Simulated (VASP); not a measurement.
## Cr: single point with PBE

The system is Cr.

```
Cr
1.0
     2.39790    0.00000    0.00000
     0.00000    2.39790    0.00000
     0.00000    0.00000    2.39790
Cr
1
Direct
  0.00000 0.00000 0.00000
```

This cell differs from its parent crystal: volume scaled by 1.08.

```json
{
  "Program": "VASP 6.6.1",
  "Task": "single point",
  "Functional": "PBE",
  "Potentials or basis": "VASP PAW PBE potentials, release 64 (Cr_pv)",
  "Cutoff": "520 eV",
  "k mesh": "15 × 15 × 15",
  "Occupations": "fermi-dirac, width 0.05 eV",
  "Spin": "collinear spin, ferromagnetic start",
  "Starting moments": "[1.5] μB",
  "Dipole correction": "no",
  "Further INCAR settings": "ALGO = Normal; EDIFF = 1e-07; NBANDS = 16"
}
```

| Property | Result |
| --- | --- |
| Pressure | -11.8 GPa |
| Band gap on the k mesh | zero (filled and empty bands overlap) |
| Net moment | 0.00 μB per cell |
| Valence electrons inside the program's atomic spheres | Cr 10.95 |

Levels at points of the mesh, in eV from the Fermi level:
Spin up:
| k point | band 2 | band 3 | band 4 | band 5 | band 6 | band 7 | band 8 | band 9 | band 10 | band 11 |
| --- | --- | --- | --- | --- | --- | --- | --- | --- | --- | --- |
| (0.00, 0.00, 0.00) | -42.59 | -42.59 | -7.04 | -2.85 | -2.85 | 2.26 | 2.26 | 2.26 | 7.49 | 18.71 |
Spin down:
```tsv
k point	band 3	band 4	band 5	band 6	band 7	band 8	band 9	band 10
(0.00, 0.00, 0.00)	-42.59	-7.04	-2.85	-2.85	2.26	2.26	2.26	7.50
```

Wall time 22 s on 1 thread of Intel(R) Xeon(R) 6975P-C (Granite Rapids), with other jobs on the host, peak memory 0.15 GiB.

Caveat: the starting moments collapsed, and a magnetic state may lie lower.
